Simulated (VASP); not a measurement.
TiCo:

```
CELL_PARAMETERS angstrom
2.98611 0.00000 0.00000
0.00000 2.98611 0.00000
0.00000 0.00000 2.98611
ATOMIC_POSITIONS crystal
Co 0.50000 0.50000 0.50000
Ti 0.00000 0.00000 0.00000
```

```yaml
Program: VASP 6.6.1
Task: relaxation of cell and atoms
Functional: BLYP
Potentials_or_basis: VASP PAW PBE potentials, release 64 (Co, Ti_sv)
Cutoff: 600 eV
k_mesh: 9 × 9 × 9
Occupations: fermi-dirac, width 0.05 eV
Spin: collinear spin, ferromagnetic start
Starting_moments: "[2.0, 1.0] μB"
```

At the start: pressure 4.3 GPa; volume 13.31 Å³/atom.

Q: Where does the relaxation end?

A: Over 3 steps the energy falls by 5.0 meV/atom and the volume is 13.69 Å³/atom (+2.8 %); space group Pm-3m (No. 221, to 0.05 Å); moment 0.80 μB per cell.

The path:
| step | energy change (eV) | largest force (eV/Å) | pressure (GPa) | volume (Å³) |
| --- | --- | --- | --- | --- |
| 1 | 0.0000 | 0.0000 | 4.35 | 26.63 |
| 2 | -0.0028 | 0.0000 | -3.13 | 28.04 |
| 3 | -0.0100 | 0.0000 | -0.05 | 27.37 |

Final structure:
```yaml
crystal:
  lattice:
    - [3.01368, 0.00000, 0.00000]
    - [0.00000, 3.01368, 0.00000]
    - [0.00000, 0.00000, 3.01368]
  atoms:
    - { symbol: Co, position: [0.50000, 0.50000, 0.50000] }
    - { symbol: Ti, position: [0.00000, 0.00000, 0.00000] }
```

Caveat: the PAW data sets were made with another functional, which shifts forces and pressure a little.
